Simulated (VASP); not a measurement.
# TeO (Fmmm) in VASP: notebook

TeO is run at these levels: PBE; tasks: single point, relaxation of cell and atoms.

Program: VASP 6.6.1. These are calculated values, not measurements. Logs are shortened: lines on timing, memory, paths and dates and some standing lists are left out, and cuts for length are marked.

## (1) The cell of the first run

Symmetry: Fmmm, No. 69, orthorhombic system. The conventional cell has a = 5.170 Å, b = 5.485 Å, c = 6.069 Å, α = 90.00°, β = 90.00°, γ = 90.00°. Within 3.4 Å of Te (site symmetry mmm) lie 6 O at 2.59 to 3.03 Å. Within 3.4 Å of O (site symmetry mmm) lie 6 Te at 2.59 to 3.03 Å.

## (2) Single point, PBE

Input file INCAR:

```
  ALGO = Normal
  EDIFF = 1E-6
  ENCUT = 520
  GGA = PE
  ISIF = 2
  ISMEAR = 0
  LASPH = True
  LCHARG = False
  LREAL = False
  LWAVE = False
  NBANDS = 13
  NELM = 60
  PREC = Accurate
  SIGMA = 0.1
```

Input file KPOINTS:

```
k-points
0
Gamma
  6 6 6
```

Input file POSCAR:

```
TeO
1.0
    0.0000000000      2.7424435200      3.0344052300
    2.5852333500      0.0000000000      3.0344052300
    2.5852333500      2.7424435200      0.0000000000
Te O
1 1
Direct
    0.0000000000      0.0000000000      0.0000000000
    0.5000000000      0.5000000000      0.5000000000
```

Potentials or basis: VASP PAW PBE potentials, release 64 (Te, O).

Launch:

```sh
> cat potpaw_PBE.64/Te/POTCAR potpaw_PBE.64/O/POTCAR > POTCAR
> mpirun -np 1 vasp_std > vasp.out
```

OUTCAR:

```text
EDIFF = 1E-6
   ENCUT = 520
   GGA = PE
   ISIF = 2
   ISMEAR = 0
   LASPH = True
   LREAL = False
   NELM = 60
   PREC = Accurate

 ion  position               nearest neighbor table
   1  0.000  0.000  0.000-   2 2.59   2 2.59   2 2.74   2 2.74
   2  0.500  0.500  0.500-   1 2.59   1 2.59   1 2.74   1 2.74

  LATTYP: Found a face centered orthorhombic cell.
 ALAT       =     5.1704667000
 B/A-ratio  =     1.0608108239
 C/A-ratio  =     1.1737451979

  Lattice vectors:

 A1 = (   0.0000000000,   2.7424435200,   3.0344052300)
 A2 = (   2.5852333500,   0.0000000000,   3.0344052300)
 A3 = (   2.5852333500,   2.7424435200,   0.0000000000)

Analysis of symmetry for initial positions (statically):
=====================================================================
 Subroutine PRICEL returns:
 Original cell was already a primitive cell.

 Routine SETGRP: Setting up the symmetry group for a
 face centered orthorhombic supercell.

 Subroutine GETGRP returns: Found  8 space group operations
 (whereof  8 operations were pure point group operations)
 out of a pool of  8 trial point group operations.

The static configuration has the point symmetry D_2h.

Analysis of symmetry for dynamics (positions and initial velocities):
=====================================================================
 Subroutine PRICEL returns:
 Original cell was already a primitive cell.

 Routine SETGRP: Setting up the symmetry group for a
 face centered orthorhombic supercell.

 Subroutine GETGRP returns: Found  8 space group operations
 (whereof  8 operations were pure point group operations)
 out of a pool of  8 trial point group operations.

The dynamic configuration has the point symmetry D_2h.

 Subroutine INISYM returns: Found  8 space group operations
 (whereof  8 operations are pure point group operations),
 and found     1 'primitive' translations

----------------------------------------------------------------------------------------

                                     Primitive cell

  volume of cell :      43.0270

  direct lattice vectors                    reciprocal lattice vectors
     0.000000000  2.742443520  3.034405230    -0.193406139  0.182319160  0.164776937
     2.585233350  0.000000000  3.034405230     0.193406139 -0.182319160  0.164776937
     2.585233350  2.742443520  0.000000000     0.193406139  0.182319160 -0.164776937

  length of vectors
     4.090062537  3.986357557  3.768876216     0.312726158  0.312726158  0.312726158

  position of ions in fractional coordinates (direct lattice)
     0.000000000  0.000000000  0.000000000
     0.500000000  0.500000000  0.500000000

  ion indices of the primitive-cell ions
   primitive index   ion index
                 1           1
                 2           2

----------------------------------------------------------------------------------------

 KPOINTS: k-points

Automatic generation of k-mesh.
 Grid dimensions read from file:
 generate k-points for:    6    6    6

 Generating k-lattice:

  Cartesian coordinates                     Fractional coordinates (reciprocal lattice)
    -0.032234356  0.030386527  0.027462823     0.166666667  0.000000000 -0.000000000
     0.032234356 -0.030386527  0.027462823     0.000000000  0.166666667  0.000000000
     0.032234356  0.030386527 -0.027462823    -0.000000000  0.000000000  0.166666667

  Length of vectors
     0.052121026  0.052121026  0.052121026

  Shift w.r.t. Gamma in fractional coordinates (k-lattice)
     0.000000000  0.000000000  0.000000000

 Subroutine IBZKPT returns following result:
 ===========================================

 Found     46 irreducible k-points:

 Following reciprocal coordinates:
            Coordinates               Weight
  0.000000  0.000000  0.000000      1.000000
  0.166667 -0.000000 -0.000000      8.000000
  0.333333 -0.000000 -0.000000      8.000000
  0.500000 -0.000000  0.000000      4.000000
  0.166667  0.166667  0.000000      2.000000
  0.333333  0.166667 -0.000000      8.000000
[... 16 lines left out ...]
 -0.166667  0.166667  0.166667      8.000000
  0.500000  0.333333  0.166667      4.000000
 [... further k-points ...]
   k-points           NKPTS =     46   k-points in BZ     NKDIM =     46   number of bands    NBANDS=     13
   number of dos      NEDOS =    301   number of ions     NIONS =      2
   total plane-waves  NPLWV =  25200
   dimension x,y,z NGX =    30 NGY =   30 NGZ =   28
   dimension x,y,z NGXF=    60 NGYF=   60 NGZF=   56
   ions per type =               1   1
   NGX,Y,Z   is equivalent  to a cutoff of  12.19, 12.51, 12.35 a.u.
   NGXF,Y,Z  is equivalent  to a cutoff of  24.39, 25.02, 24.70 a.u.
 SYSTEM =  unknown system
   PREC   = accura    normal or accurate (medium, high low for compatibility)
   ISTART =      0    job   : 0-new  1-cont  2-samecut
   ICHARG =      2    charge: 1-file 2-atom 10-const
   ISPIN  =      1    spin polarized calculation?
   LNONCOLLINEAR =      F non collinear calculations
   LSORBIT =      F    spin-orbit coupling
   LASPH  =      T    aspherical Exc in radial PAW
   ENCUT  =  520.0 eV  38.22 Ry    6.18 a.u.   7.60  7.41  7.01*2*pi/ulx,y,z
   NELM   =     60;   NELMIN=  2; NELMDL= -5     # of ELM steps
   EDIFF  = 0.1E-05   stopping-criterion for ELM
   LREAL  =      F    real-space projection
   EDIFFG = 0.1E-04   stopping-criterion for IOM
   NSW    =      0    number of steps for IOM
   IBRION =     -1    ionic relax: 0-MD 1-quasi-New 2-CG
   NFREE  =      0    steps in history (QN), initial steepest desc. (CG)
   ISIF   =      2    stress and relaxation
   ISYM   =      2    0-nonsym 1-usesym 2-fastsym
   POTIM  = 0.5000    time-step for ionic-motion
   TEBEG  =    0.0;   TEEND  =   0.0 temperature during run
   PSTRESS=    0.0 pullay stress
   NELECT =      12.0000    total number of electrons
   NUPDOWN=      -1.0000    fix difference up-down
   EMIN   =  10.00;   EMAX   =-10.00  energy-range for DOS
   EFERMI =   0.00;   METHOD = LEGACY
   ISMEAR =     0;   SIGMA  =   0.10  broadening in eV -4-tet -1-fermi 0-gaus
   EFERMI_NEDOS =   21; number of points for ismear=-14 and -15
   IALGO  =     38    algorithm
   IMIX   =      4    mixing-type and parameters
     AMIX     =   0.40;   BMIX     =  1.00
     AMIX_MAG =   1.60;   BMIX_MAG =  1.00
  volume/ion in A,a.u.               =      21.51       145.18
  Fermi-wavevector in a.u.,A,eV,Ry     =   1.069600  2.021252 15.565679  1.144045
  Thomas-Fermi vector in A             =   2.205285
   LORBIT       =      0    0 simple, 1 ext, 2 COOP (PROOUT), +10 PAW based schemes
   GGA     = PE    functional components
   LHFCALC =     F    Hartree Fock is set to
   AEXX    =    0.0000 exact exchange contribution
   IVDW    =     0    specifies the selected vdW correction
   LEPSILON=     F    determine dielectric tensor
   LRPA    =     F    only Hartree local field effects (RPA)
 non-spin polarized calculation
 Gauss-broadening in eV      SIGMA  =   0.10
  energy-cutoff  :      520.00
  volume of cell :       43.03
 maximum number of plane-waves:      1182
   NGX = 15   NGY = 15   NGZ = 13

 number of electron      12.0000001 magnetization

 Free energy of the ion-electron system (eV)
  ---------------------------------------------------
  ext. energy  EPLUGINS =         0.00000000
  ---------------------------------------------------
  free energy    TOTEN  =        -7.33290592 eV

  energy without entropy =       -7.31792413  energy(sigma->0) =       -7.32541502

 E-fermi :   5.0110     XC(G=0):  -9.5818

 val. band max:        5.0054602577   @ k =   0.5000   0.0000   0.3333
 cond. band min:       5.0472937184   @ k =   0.5000  -0.0000   0.1667
 fundamental gap:      0.0418334608
 Fermi energy:         5.0109748592

 k-point     1 :       0.0000    0.0000    0.0000
  band No.  band energies     occupation
      1     -12.9753      2.00000
      2      -5.8932      2.00000
      3       1.0243      2.00000
      4       1.7531      2.00000
      5       2.5517      2.00000
      6       5.5381      0.00000
      7       6.7373      0.00000
      8       7.7597      0.00000
      9      12.2393      0.00000
     10      12.4803      0.00000
     11      13.2012      0.00000
     12      13.6450      0.00000
     13      15.3334      0.00000

 k-point     2 :       0.1667   -0.0000   -0.0000
  band No.  band energies     occupation
      1     -12.8745      2.00000
      2      -6.0178      2.00000
      3       1.2152      2.00000
      4       1.8118      2.00000
      5       2.5065      2.00000
      6       4.9124      1.83664
      7       5.9845      0.00000
      8       6.9888      0.00000
      9      12.1567      0.00000
     10      13.1678      0.00000
     11      13.7952      0.00000
     12      13.9355      0.00000
     13      16.2715      0.00000

 k-point     3 :       0.3333   -0.0000   -0.0000
  band No.  band energies     occupation
      1     -12.6593      2.00000
      2      -6.2754      2.00000
      3       1.6948      2.00000
      4       1.9783      2.00000
      5       2.4082      2.00000
      6       3.6821      2.00000
      7       4.9139      1.83012
      8       5.8237      0.00000
      9      11.7924      0.00000
     10      14.3146      0.00000
     11      15.1659      0.00000
     12      16.0060      0.00000
     13      17.8144      0.00000

 k-point     4 :       0.5000   -0.0000    0.0000
  band No.  band energies     occupation
      1     -12.5440      2.00000
      2      -6.4102      2.00000
      3       2.0214      2.00000
      4       2.2393      2.00000
      5       2.2688      2.00000
      6       3.0309      2.00000
      7       4.4725      2.00000
      8       5.2585      0.00046
      9      11.8036      0.00000
     10      14.8923      0.00000
     11      16.1017      0.00000
     12      16.9876      0.00000
     13      19.3526      0.00000

 k-point     5 :       0.1667    0.1667    0.0000
  band No.  band energies     occupation
      1     -12.8894      2.00000
      2      -5.8625      2.00000
      3       0.8592      2.00000
      4       1.6049      2.00000
      5       2.3852      2.00000
      6       4.4344      2.00000
      7       6.6294      0.00000
      8       7.5958      0.00000
      9      11.2481      0.00000
     10      14.3486      0.00000
     11      14.5714      0.00000
     12      14.6928      0.00000
     13      15.5441      0.00000
[... 257 lines left out ...]
 k-point    22 :      -0.3333    0.1667    0.1667
  band No.  band energies     occupation
      1     -12.5071      2.00000
      2      -6.2127      2.00000
      3       0.7686      2.00000
      4       1.6716      2.00000
      5       2.0016      2.00000
      6       3.7450      2.00000
      7       5.0709      0.39702
      8       5.9200      0.00000
      9      11.8314      0.00000
     10      14.4783      0.00000
     11      15.5238      0.00000
     12      17.1087      0.00000
     13      19.2727      0.00000

 k-point    23 :      -0.1667    0.1667    0.1667
  band No.  band energies     occupation
      1     -12.6260      2.00000
      2      -6.2436      2.00000
      3       1.0646      2.00000
      4       1.9761      2.00000
      5       2.4099      2.00000
      6       3.9873      2.00000
      7       5.1391      0.07008
      8       6.0896      0.00000
      9      11.1541      0.00000
     10      13.9832      0.00000
     11      15.3262      0.00000
     12      16.2616      0.00000
     13      17.6330      0.00000

 k-point    24 :       0.5000    0.3333    0.1667
  band No.  band energies     occupation
      1     -12.6265      2.00000
      2      -5.8173      2.00000
      3       0.1097      2.00000
      4       0.7747      2.00000
      5       2.2695      2.00000
      6       4.3303      2.00000
      7       5.3204      0.00001
      8       6.9843      0.00000
      9      12.0821      0.00000
     10      14.4010      0.00000
     11      16.0929      0.00000
     12      16.3318      0.00000
     13      18.3696      0.00000

 [... further k-points ...]
[... 5 lines left out ...]
  --------------------------------------------------------------------------------------
  -------------------------------------------------------------------------------------
  Total       -4.8537036     -3.4973987     -1.7479161      0.0000000      0.0000000      0.0000000
  in kB     -180.7352312   -130.2311015    -65.0863834      0.0000000      0.0000000      0.0000000
  external PRESSURE =    -125.3509054 kB  Pullay stress =       0.0000000 kB

 VOLUME and BASIS-vectors are now :
 -----------------------------------------------------------------------------
  energy-cutoff  :      520.00
  volume of cell :       43.03
      direct lattice vectors                 reciprocal lattice vectors
     0.000000000  2.742443520  3.034405230    -0.193406139  0.182319160  0.164776937
     2.585233350  0.000000000  3.034405230     0.193406139 -0.182319160  0.164776937
     2.585233350  2.742443520  0.000000000     0.193406139  0.182319160 -0.164776937

 POSITION                                       TOTAL-FORCE (eV/Angst)
 -----------------------------------------------------------------------------------
      0.00000      0.00000      0.00000         0.000000      0.000000     -0.000000
      2.58523      2.74244      3.03441        -0.000000     -0.000000      0.000000
 -----------------------------------------------------------------------------------
    total drift:                                0.000000      0.000000      0.000000

  FREE ENERGIE OF THE ION-ELECTRON SYSTEM (eV)
  ---------------------------------------------------
  free  energy   TOTEN  =        -7.3329059226 eV

  energy  without entropy=       -7.3179241253  energy(sigma->0) =       -7.32541502
```

Run time: 33 s. Hardware: 1 thread of Intel Xeon Platinum 8259CL at 2.50GHz (Skylake/Cascade Lake), shared host; peak memory 0.17 GiB.

Results:

```
Free energy            : -7.3329 eV
Pressure               : -12.5 GPa
Band gap on the k mesh : zero (band 6 reaches 5.66 eV, above the bottom of band 7 at 4.47 eV)
```

Levels at points of the mesh, in eV from the Fermi level:
| k point | band 3 | band 4 | band 5 | band 6 | band 7 | band 8 | band 9 | band 10 |
| --- | --- | --- | --- | --- | --- | --- | --- | --- |
| (0.00, 0.00, 0.00) | -3.99 | -3.26 | -2.46 | 0.53 | 1.73 | 2.75 | 7.23 | 7.47 |
| (0.50, 0.00, 0.00) | -2.99 | -2.77 | -2.74 | -1.98 | -0.54 | 0.25 | 6.79 | 9.88 |
| (0.50, 0.50, 0.00) | -5.59 | -4.62 | -3.84 | 0.52 | 1.51 | 2.37 | 4.79 | 9.35 |
| (0.50, 0.00, 0.50) | -5.99 | -5.21 | -3.27 | 0.51 | 1.18 | 2.34 | 4.56 | 8.92 |
| (0.00, 0.50, 0.50) | -6.20 | -4.89 | -3.71 | 0.65 | 1.64 | 1.71 | 4.23 | 9.10 |

Caveat: spin-orbit coupling is left out, which moves the levels of the heavy elements.

## (3) Relaxation of cell and atoms, PBE

Input file INCAR:

```
SYSTEM = TeO
PREC = Accurate
ENCUT = 600
EDIFF = 1E-6
ISMEAR = 0
SIGMA = 0.1
LREAL = .False.
LASPH = .True.
NELM = 100
ALGO = Normal
ISIF = 3
LWAVE = .False.
LCHARG = .False.
GGA = PE
IBRION = 2
NSW = 90
EDIFFG = -0.04
```

Input file KPOINTS:

```
regular mesh
0
Gamma
  6 6 6
  0 0 0
```

POSCAR is that of step 2.

Potentials or basis: VASP PAW PBE potentials, release 64 (Te, O).

Launch:

```sh
> cat potpaw_PBE.64/Te/POTCAR potpaw_PBE.64/O/POTCAR > POTCAR
> mpirun -np 1 vasp_std > vasp.out
```

Wall time 6.4 min (1 thread of Intel Xeon Platinum 8259CL at 2.50GHz (Skylake/Cascade Lake), shared host); peak memory 0.2 GiB.

It converged, with:

| Item | Value |
| --- | --- |
| Free energy | -8.1032 eV |
| Relaxed volume | 20.37 Å³/atom |
| Relaxed cell | a = 4.426 Å, b = 4.407 Å, c = 3.295 Å, α = 68.41°, β = 67.78°, γ = 43.81° |
| Space group after relaxing (to 0.05 Å) | Fmmm (No. 69) |
| Energy gained by relaxing | 384.8 meV/atom |
| Ionic steps | 20 |
| Pressure after relaxing | 0.1 GPa |
| Band gap on the k mesh | zero (band 6 reaches 6.38 eV, above the bottom of band 7 at 4.40 eV) |

Stress tensor (GPa, compression positive):
```
 0.19  0.00  0.00
 0.00  0.28  0.00
 0.00  0.00 -0.10
```

Step by step:
| step | energy change (eV) | largest force (eV/Å) | pressure (GPa) | volume (Å³) |
| --- | --- | --- | --- | --- |
| 1 | 0.0000 | 0.0000 | -12.59 | 43.03 |
| 2 | -0.4301 | 0.0000 | 7.64 | 33.28 |
| 3 | -0.4587 | 0.0000 | 1.78 | 34.85 |
| 4 | -0.5344 | 0.0000 | 3.03 | 35.00 |
| 5 | -0.5738 | 0.0000 | 8.76 | 35.08 |
| 6 | -0.5823 | 0.0000 | 6.72 | 35.08 |
| 7 | -0.6250 | 0.0000 | 4.93 | 36.07 |
| 8 | -0.6935 | 0.0000 | 1.13 | 39.08 |
| 9 | -0.7047 | 0.0000 | -0.02 | 40.55 |
| 10 | -0.7066 | 0.0000 | -0.66 | 41.51 |
| 11 | -0.7223 | 0.0000 | -0.74 | 41.54 |
| 12 | -0.7588 | 0.0000 | -0.42 | 41.56 |
| 13 | -0.7291 | 0.0000 | 3.26 | 41.38 |
| 14 | -0.7650 | 0.0000 | 0.13 | 41.54 |
| 15 | -0.7651 | 0.0000 | 0.10 | 41.55 |
| 16 | -0.7670 | 0.0000 | -0.70 | 41.62 |
| 17 | -0.7670 | 0.0000 | -0.76 | 41.63 |
| 18 | -0.7687 | 0.0000 | -0.42 | 41.24 |
| 19 | -0.7695 | 0.0000 | 0.21 | 40.64 |
| 20 | -0.7695 | 0.0000 | 0.12 | 40.73 |

Final structure:
```xyz
2
Lattice="0.0000 2.3485 3.7519 2.3113 0.0000 3.7519 2.3113 2.3485 0.0000" Properties=species:S:1:pos:R:3 pbc="T T T"
Te    0.0000    0.0000    0.0000
O     2.3113    2.3485    3.7519
```

Levels at points of the mesh, in eV from the Fermi level:
| k point | band 3 | band 4 | band 5 | band 6 | band 7 | band 8 | band 9 | band 10 |
| --- | --- | --- | --- | --- | --- | --- | --- | --- |
| (0.00, 0.00, 0.00) | -5.58 | -5.32 | -4.22 | 0.80 | 4.32 | 4.64 | 5.06 | 6.00 |
| (0.50, 0.00, 0.00) | -4.21 | -3.42 | -2.18 | -1.64 | -1.05 | 1.73 | 6.52 | 11.26 |
| (0.50, 0.50, 0.00) | -5.95 | -5.66 | -5.40 | 0.15 | 4.37 | 4.76 | 5.36 | 12.10 |
| (0.50, 0.00, 0.50) | -8.12 | -7.99 | -3.11 | 0.03 | 3.05 | 3.87 | 5.08 | 9.22 |
| (0.00, 0.50, 0.50) | -8.17 | -7.93 | -3.17 | 0.05 | 3.26 | 3.64 | 4.91 | 9.41 |

Caveat: spin-orbit coupling is left out, which moves the levels of the heavy elements.
